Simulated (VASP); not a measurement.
# Yb (P-1) in VASP: further runs

Yb is run at these levels: LDA; tasks: single point.

All numbers are computed with VASP 6.6.1; they aren't measurements. Logs are shortened: lines on timing, memory, paths and dates and some standing lists are left out, and cuts for length are marked.

### Step 1. The cell of the first run

The typed cell holds 2 atoms: a = 3.962 Å, b = 3.871 Å, c = 6.317 Å, α = 88.35°, β = 94.65°, γ = 120.18°.

### Step 2. Single point, LDA

Input file INCAR:

```
PREC = Accurate
ENCUT = 520
EDIFF = 1E-6
ISMEAR = -1
SIGMA = 0.1
LREAL = False
LASPH = True
NELM = 80
ALGO = Normal
ISIF = 2
LWAVE = False
LCHARG = False
GGA = CA
NBANDS = 31
```

Input file KPOINTS:

```
Automatic mesh
0
Gamma
  6 6 3
```

Input file POSCAR:

```
Yb
1.0
    3.9583600000      0.0198100000     -0.1579400000
   -1.9620300000      3.3369300000      0.0549000000
   -0.2599600000     -0.0457400000      6.3117100000
Yb
2
Direct
    0.3306500000      0.6662400000      0.2471300000
    0.6652934755      0.3304537171      0.7502792686
```

Potentials or basis: VASP PAW PBE potentials, release 64 (Yb).

Started as:

```
cat potpaw_PBE.64/Yb/POTCAR > POTCAR
mpirun -np 1 vasp_std > vasp.out
```

OUTCAR:

```text
PREC = Accurate
   ENCUT = 520
   EDIFF = 1E-6
   ISMEAR = -1
   LREAL = False
   LASPH = True
   NELM = 80
   ISIF = 2
   GGA = CA

 ion  position               nearest neighbor table
   1  0.331  0.666  0.247-   2 3.73   2 3.79
   2  0.665  0.330  0.750-   1 3.73   1 3.79

  LATTYP: Found a triclinic cell.
 ALAT       =     3.9068726800
 B/A-ratio  =     2.2913077816
 C/A-ratio  =     0.9909184444
 COS(alpha) =     0.0078956859
 COS(beta)  =     0.4812345546
 COS(gamma) =     0.6269207372

  Lattice vectors:

 A1 = (  -1.9963300000,  -3.3567400000,   0.1030400000)
 A2 = (  -5.6947300000,  -3.3308100000,  -6.0507300000)
 A3 = (   1.9620300000,  -3.3369300000,  -0.0549000000)

Analysis of symmetry for initial positions (statically):
=====================================================================
 Subroutine PRICEL returns:
 Original cell was already a primitive cell.

 Routine SETGRP: Setting up the symmetry group for a
 triclinic supercell.

 Subroutine GETGRP returns: Found  2 space group operations
 (whereof  1 operations were pure point group operations)
 out of a pool of  2 trial point group operations.

The static configuration has the point symmetry C_1 .
 The point group associated with its full space group is S_2 .

Analysis of symmetry for dynamics (positions and initial velocities):
=====================================================================
 Subroutine PRICEL returns:
 Original cell was already a primitive cell.

 Routine SETGRP: Setting up the symmetry group for a
 triclinic supercell.

 Subroutine GETGRP returns: Found  2 space group operations
 (whereof  1 operations were pure point group operations)
 out of a pool of  2 trial point group operations.

The dynamic configuration has the point symmetry C_1 .
 The point group associated with its full space group is S_2 .

 Subroutine INISYM returns: Found  2 space group operations
 (whereof  1 operations are pure point group operations),
 and found     1 'primitive' translations

----------------------------------------------------------------------------------------

                                     Primitive cell

  volume of cell :      83.4737

  direct lattice vectors                    reciprocal lattice vectors
     3.958360000  0.019810000 -0.157940000     0.252345821  0.148184265  0.011467220
    -1.962030000  3.336930000  0.054900000    -0.001411352  0.298812140  0.002107317
    -0.259960000 -0.045740000  6.311710000     0.006326809  0.001108960  0.158704288

  length of vectors
     3.961559209  3.871392199  6.317226802     0.292862573  0.298822903  0.158834220

  position of ions in fractional coordinates (direct lattice)
     0.330650000  0.666240000  0.247130000
     0.665293476  0.330453717  0.750279269

  ion indices of the primitive-cell ions
   primitive index   ion index
                 1           1
                 2           2

----------------------------------------------------------------------------------------

 KPOINTS: Automatic mesh

Automatic generation of k-mesh.
 Grid dimensions read from file:
 generate k-points for:    6    6    3

 Generating k-lattice:

  Cartesian coordinates                     Fractional coordinates (reciprocal lattice)
     0.042057637  0.024697378  0.001911203     0.166666667  0.000000000 -0.000000000
    -0.000235225  0.049802023  0.000351219    -0.000000000  0.166666667  0.000000000
     0.002108936  0.000369653  0.052901429     0.000000000  0.000000000  0.333333333

  Length of vectors
     0.048810429  0.049803817  0.052944740

  Shift w.r.t. Gamma in fractional coordinates (k-lattice)
     0.000000000  0.000000000  0.000000000

 Subroutine IBZKPT returns following result:
 ===========================================

 Found     56 irreducible k-points:

 Following reciprocal coordinates:
            Coordinates               Weight
  0.000000  0.000000  0.000000      1.000000
  0.166667 -0.000000  0.000000      2.000000
  0.333333 -0.000000  0.000000      2.000000
  0.500000 -0.000000  0.000000      1.000000
  0.000000  0.166667  0.000000      2.000000
  0.166667  0.166667  0.000000      2.000000
[... 16 lines left out ...]
  0.333333 -0.000000  0.333333      2.000000
  0.500000 -0.000000  0.333333      2.000000
 [... further k-points ...]
   k-points           NKPTS =     56   k-points in BZ     NKDIM =     56   number of bands    NBANDS=     31
   number of dos      NEDOS =    301   number of ions     NIONS =      2
   total plane-waves  NPLWV =  43200
   dimension x,y,z NGX =    30 NGY =   30 NGZ =   48
   dimension x,y,z NGXF=    60 NGYF=   60 NGZF=   96
   ions per type =               2
   NGX,Y,Z   is equivalent  to a cutoff of  12.59, 12.88, 12.63 a.u.
   NGXF,Y,Z  is equivalent  to a cutoff of  25.18, 25.77, 25.26 a.u.
 SYSTEM =  unknown system
   PREC   = accura    normal or accurate (medium, high low for compatibility)
   ISTART =      0    job   : 0-new  1-cont  2-samecut
   ICHARG =      2    charge: 1-file 2-atom 10-const
   ISPIN  =      1    spin polarized calculation?
   LNONCOLLINEAR =      F non collinear calculations
   LSORBIT =      F    spin-orbit coupling
   LASPH  =      T    aspherical Exc in radial PAW
   ENCUT  =  520.0 eV  38.22 Ry    6.18 a.u.   7.37  7.20 11.75*2*pi/ulx,y,z
   NELM   =     80;   NELMIN=  2; NELMDL= -5     # of ELM steps
   EDIFF  = 0.1E-05   stopping-criterion for ELM
   LREAL  =      F    real-space projection
   EDIFFG = 0.1E-04   stopping-criterion for IOM
   NSW    =      0    number of steps for IOM
   IBRION =     -1    ionic relax: 0-MD 1-quasi-New 2-CG
   NFREE  =      0    steps in history (QN), initial steepest desc. (CG)
   ISIF   =      2    stress and relaxation
   ISYM   =      2    0-nonsym 1-usesym 2-fastsym
   POTIM  = 0.5000    time-step for ionic-motion
   TEBEG  =    0.0;   TEEND  =   0.0 temperature during run
   PSTRESS=    0.0 pullay stress
   NELECT =      48.0000    total number of electrons
   NUPDOWN=      -1.0000    fix difference up-down
   EMIN   =  10.00;   EMAX   =-10.00  energy-range for DOS
   EFERMI =   0.00;   METHOD = LEGACY
   ISMEAR =    -1;   SIGMA  =   0.10  broadening in eV -4-tet -1-fermi 0-gaus
   EFERMI_NEDOS =   21; number of points for ismear=-14 and -15
   IALGO  =     38    algorithm
   IMIX   =      4    mixing-type and parameters
     AMIX     =   0.40;   BMIX     =  1.00
     AMIX_MAG =   1.60;   BMIX_MAG =  1.00
  volume/ion in A,a.u.               =      41.74       281.65
  Fermi-wavevector in a.u.,A,eV,Ry     =   1.361357  2.572591 25.215575  1.853292
  Thomas-Fermi vector in A             =   2.487940
   LORBIT       =      0    0 simple, 1 ext, 2 COOP (PROOUT), +10 PAW based schemes
   GGA     = CA    functional components
   LHFCALC =     F    Hartree Fock is set to
   AEXX    =    0.0000 exact exchange contribution
   IVDW    =     0    specifies the selected vdW correction
   LEPSILON=     F    determine dielectric tensor
   LRPA    =     F    only Hartree local field effects (RPA)
 non-spin polarized calculation
  energy-cutoff  :      520.00
  volume of cell :       83.47
 maximum number of plane-waves:      2263
 NGX is ok and might be reduce to    30
   NGX = 15   NGY = 15   NGZ = 23

 number of electron      48.0000008 magnetization

 Free energy of the ion-electron system (eV)
  ---------------------------------------------------
  ext. energy  EPLUGINS =         0.00000000
  ---------------------------------------------------
  free energy    TOTEN  =        -7.92479312 eV

  energy without entropy =       -7.72014701  energy(sigma->0) =       -7.82247006

 E-fermi :   0.8504     XC(G=0):  -9.1075

 val. band max:        0.8358049496   @ k =   0.5000   0.5000   0.0000
 cond. band min:       0.8664113579   @ k =  -0.3333  -0.3333   0.3333
 fundamental gap:      0.0306064083
 Fermi energy:         0.8504435653

 k-point     1 :       0.0000    0.0000    0.0000
  band No.  band energies     occupation
      1     -50.8009      2.00000
      2     -50.7915      2.00000
      3     -23.4540      2.00000
      4     -23.2622      2.00000
      5     -23.2594      2.00000
      6     -23.2330      2.00000
[... 23 lines left out ...]
     30       4.0296      0.00000
     31       4.4765      0.00000

 k-point     2 :       0.1667   -0.0000    0.0000
  band No.  band energies     occupation
      1     -50.7991      2.00000
      2     -50.7909      2.00000
      3     -23.4367      2.00000
      4     -23.2975      2.00000
      5     -23.2716      2.00000
      6     -23.2689      2.00000
[... 23 lines left out ...]
     30       4.0538      0.00000
     31       4.2356      0.00000

 k-point     3 :       0.3333   -0.0000    0.0000
  band No.  band energies     occupation
      1     -50.7953      2.00000
      2     -50.7900      2.00000
      3     -23.3989      2.00000
      4     -23.3650      2.00000
      5     -23.3403      2.00000
      6     -23.2921      2.00000
[... 23 lines left out ...]
     30       4.9015      0.00000
     31       5.1990      0.00000

 k-point     4 :       0.5000   -0.0000    0.0000
  band No.  band energies     occupation
      1     -50.7929      2.00000
      2     -50.7901      2.00000
      3     -23.4109      2.00000
      4     -23.3755      2.00000
      5     -23.3573      2.00000
      6     -23.3013      2.00000
[... 23 lines left out ...]
     30       5.8424      0.00000
     31       6.3913      0.00000

 k-point     5 :       0.0000    0.1667    0.0000
  band No.  band energies     occupation
      1     -50.7989      2.00000
      2     -50.7907      2.00000
      3     -23.4364      2.00000
      4     -23.3007      2.00000
      5     -23.2733      2.00000
      6     -23.2705      2.00000
[... 23 lines left out ...]
     30       3.8656      0.00000
     31       4.2363      0.00000
[... 542 lines left out ...]
     30       3.6980      0.00000
     31       5.0105      0.00000

 k-point    22 :       0.1667   -0.0000    0.3333
  band No.  band energies     occupation
      1     -50.7964      2.00000
      2     -50.7936      2.00000
      3     -23.3739      2.00000
      4     -23.3261      2.00000
      5     -23.2884      2.00000
      6     -23.2658      2.00000
[... 23 lines left out ...]
     30       3.9477      0.00000
     31       4.6685      0.00000

 k-point    23 :       0.3333   -0.0000    0.3333
  band No.  band energies     occupation
      1     -50.7931      2.00000
      2     -50.7922      2.00000
      3     -23.3993      2.00000
      4     -23.3743      2.00000
      5     -23.3148      2.00000
      6     -23.2835      2.00000
[... 23 lines left out ...]
     30       4.7652      0.00000
     31       4.8851      0.00000

 k-point    24 :       0.5000   -0.0000    0.3333
  band No.  band energies     occupation
      1     -50.7930      2.00000
      2     -50.7900      2.00000
      3     -23.4379      2.00000
      4     -23.4036      2.00000
      5     -23.3141      2.00000
      6     -23.2891      2.00000
[... 23 lines left out ...]
     30       5.0771      0.00000
     31       5.7084      0.00000

 [... further k-points ...]

------------------------ aborting loop because EDIFF is reached ----------------------------------------

  FORCE on cell =-STRESS in cart. coord.  units (eV):
  Direction    XX          YY          ZZ          XY          YZ          ZX
  --------------------------------------------------------------------------------------
  -------------------------------------------------------------------------------------
  Total       -2.4312533     -2.1679455     -2.1974760     -0.0359452      0.0567850      0.2886055
  in kB      -46.6649707    -41.6110963    -42.1778975     -0.6899250      1.0899201      5.5394346
  external PRESSURE =     -43.4846548 kB  Pullay stress =       0.0000000 kB

 VOLUME and BASIS-vectors are now :
 -----------------------------------------------------------------------------
  energy-cutoff  :      520.00
  volume of cell :       83.47
      direct lattice vectors                 reciprocal lattice vectors
     3.958360000  0.019810000 -0.157940000     0.252345821  0.148184265  0.011467220
    -1.962030000  3.336930000  0.054900000    -0.001411352  0.298812140  0.002107317
    -0.259960000 -0.045740000  6.311710000     0.006326809  0.001108960  0.158704288

 POSITION                                       TOTAL-FORCE (eV/Angst)
 -----------------------------------------------------------------------------------
     -0.06260      2.21844      1.54417         0.009039      0.001276      0.015929
      1.79007      1.08156      4.64861        -0.009039     -0.001276     -0.015929
 -----------------------------------------------------------------------------------
    total drift:                               -0.000111      0.000044      0.000162

  FREE ENERGIE OF THE ION-ELECTRON SYSTEM (eV)
  ---------------------------------------------------
  free  energy   TOTEN  =        -7.9247931154 eV

  energy  without entropy=       -7.7201470130  energy(sigma->0) =       -7.82247006
```

Run time: 4.4 min. Hardware: 1 thread of Intel Xeon 6975P-C (Granite Rapids), shared host; peak memory 0.25 GiB.

Results:

```
Free energy            : -7.9248 eV
Pressure               : -4.3 GPa
Largest force          : 0.018 eV/Å
Band gap on the k mesh : zero (bands 24 and 25 overlap by 0.11 eV)
```

Forces on the atoms (eV/Å):
```
Yb   0.009  0.001  0.016
Yb  -0.009 -0.001 -0.016
```

Stress tensor (GPa, compression positive):
```
-4.67 -0.07  0.55
-0.07 -4.16  0.11
 0.55  0.11 -4.22
```

Levels at points of the mesh, in eV from the Fermi level:
```
           k point  band 22  band 23  band 24  band 25  band 26  band 27
(0.00, 0.00, 0.00)    -0.47    -0.45    -0.45     0.25     2.40     2.56
(0.50, 0.00, 0.00)    -0.47    -0.45    -0.44    -0.04     0.24     1.39
(0.00, 0.50, 0.00)    -0.47    -0.45    -0.42     0.05     0.21     1.57
(0.50, 0.50, 0.00)    -0.47    -0.45    -0.43    -0.01     0.22     1.45
```

Caveat: the cell stands under tension; the PAW data sets were made with another functional, which shifts forces and pressure a little; spin-orbit coupling is left out, which moves the levels of the heavy elements.

### Step 3. Single point, LDA

Input file INCAR:

```
PREC = Accurate ; ENCUT = 520
EDIFF = 1E-7 ; ISMEAR = -1
SIGMA = 0.1 ; LREAL = F
LASPH = T ; NELM = 60
ALGO = Normal ; ISIF = 2
LWAVE = F ; LCHARG = T
GGA = CA ; LELF = T
LVHAR = T ; NBANDS = 31
```

Input file KPOINTS:

```
regular mesh
0
Gamma
  6 6 3
```

POSCAR: that of step 2 with these lines changed.

```diff
@@ -9,2 +9,2 @@
     0.3306500000      0.6662400000      0.2471300000
-    0.6652934755      0.3304537171      0.7502792686
+    0.6649265245      0.3303862829      0.7452007314
```

Potentials or basis: VASP PAW PBE potentials, release 64 (Yb).

Started as:

```
cat potpaw_PBE.64/Yb/POTCAR > POTCAR
mpirun -np 1 vasp_std > vasp.out
```

Run time: 3.8 min. Hardware: 1 thread of Intel Xeon 6975P-C (Granite Rapids), shared host; peak memory 0.26 GiB.

It converged, with:

- Free energy: -7.9248 eV
- Pressure: -4.7 GPa
- Largest force: 0.016 eV/Å
- Band gap on the k mesh: zero (bands 24 and 25 overlap by 0.11 eV)

Forces in eV/Å, atoms in the order of the input:
```
Yb   0.003  0.002 -0.015
Yb  -0.003 -0.002  0.015
```

Stress tensor (GPa, compression positive):
```
-4.99 -0.09  0.61
-0.09 -4.50  0.12
 0.61  0.12 -4.49
```

Levels at points of the mesh, in eV from the Fermi level:
```tsv
k point	band 21	band 22	band 23	band 24	band 25	band 26	band 27	band 28
(0.00, 0.00, 0.00)	-0.47	-0.47	-0.45	-0.45	0.25	2.40	2.56	2.70
(0.50, 0.00, 0.00)	-0.48	-0.47	-0.46	-0.44	-0.03	0.23	1.37	2.25
(0.00, 0.50, 0.00)	-0.47	-0.47	-0.45	-0.42	0.05	0.22	1.58	1.89
(0.50, 0.50, 0.00)	-0.48	-0.47	-0.45	-0.43	-0.02	0.22	1.47	2.13
```

Caveat: the cell stands under tension; the PAW data sets were made with another functional, which shifts forces and pressure a little; spin-orbit coupling is left out, which moves the levels of the heavy elements. Spin polarisation is off, so any magnetic state and its effect on volume and gap are missing.

### Step 4. Single point, LDA

This run uses another cell than the first one, of 41.95 Å³/atom.

Input file INCAR:

```
SYSTEM = Yb
  ALGO = Normal
  EDIFF = 1E-6
  ENCUT = 520
  GGA = CA
  ISIF = 2
  ISMEAR = -1
  LASPH = .TRUE.
  LCHARG = .FALSE.
  LREAL = .FALSE.
  LWAVE = .FALSE.
  NBANDS = 31
  NELM = 60
  PREC = Accurate
  SIGMA = 0.1
```

Input file KPOINTS:

```
k-points
0
G
  6 6 3
  0 0 0
```

Input file POSCAR:

```
Yb
1.0
    3.9649463017      0.0198429618     -0.1582027958
   -1.9652946150      3.3424823064      0.0549913479
   -0.2603925466     -0.0458161066      6.3222120327
Yb
2
Direct
    0.3306500000      0.6662400000      0.2471300000
    0.6651100000      0.3304200000      0.7477400000
```

Started as:

```
cat potpaw_PBE.64/Yb/POTCAR > POTCAR
mpirun -np 1 vasp_std > vasp.out
```

Run time: 3 min. Hardware: 1 thread of Intel Xeon 6975P-C (Granite Rapids), shared host; peak memory 0.26 GiB.

It converged, with:

- Free energy: -7.9129 eV
- Pressure: -4.7 GPa
- Largest force: 0.006 eV/Å
- Band gap on the k mesh: zero (bands 24 and 25 overlap by 0.11 eV)

Forces in eV/Å, atoms in the order of the input:
```
Yb   0.006  0.002  0.000
Yb  -0.006 -0.002  0.000
```

Stress tensor (GPa, compression positive):
```
-4.99 -0.08  0.62
-0.08 -4.51  0.12
 0.62  0.12 -4.47
```

Levels at points of the mesh, in eV from the Fermi level:
```tsv
k point	band 21	band 22	band 23	band 24	band 25	band 26	band 27	band 28
(0.00, 0.00, 0.00)	-0.47	-0.47	-0.45	-0.45	0.25	2.40	2.55	2.69
(0.50, 0.00, 0.00)	-0.48	-0.47	-0.46	-0.44	-0.03	0.24	1.37	2.24
(0.00, 0.50, 0.00)	-0.47	-0.47	-0.46	-0.42	0.05	0.22	1.57	1.89
(0.50, 0.50, 0.00)	-0.48	-0.47	-0.46	-0.43	-0.01	0.22	1.45	2.14
```

Caveat: the cell stands under tension; the PAW data sets were made with another functional, which shifts forces and pressure a little; spin-orbit coupling is left out, which moves the levels of the heavy elements.

### Step 5. Summary

| cell | gap on the mesh (eV) | pressure (GPa) | largest force (eV/Å) |
| --- | --- | --- | --- |
| a = 3.962, b = 3.871, c = 6.317 Å, angles 88.4, 94.6, 120.2°, 2 atoms, atomic positions A | none | -4.3 | 0.02 |
| a = 3.962, b = 3.871, c = 6.317 Å, angles 88.4, 94.6, 120.2°, 2 atoms, atomic positions B | none | -4.7 | 0.02 |
| a = 3.968, b = 3.878, c = 6.328 Å, angles 88.4, 94.6, 120.2°, 2 atoms, atomic positions C | none | -4.7 | 0.01 |

Alike in all rows: task single point; level LDA; potentials or basis VASP PAW PBE potentials, release 64 (Yb); no spin polarisation; k mesh 6 × 6 × 3; cutoff (eV) 520; smearing fermi-dirac 0.1 eV.

Caveats: the cell stands under tension; the PAW data sets were made with another functional, which shifts forces and pressure a little; spin-orbit coupling is left out, which moves the levels of the heavy elements.

Total energies depend on the potentials used, so only differences within one code and one set of settings carry meaning.

The gap in the log of VASP goes by the Fermi energy; the results here count the filled bands.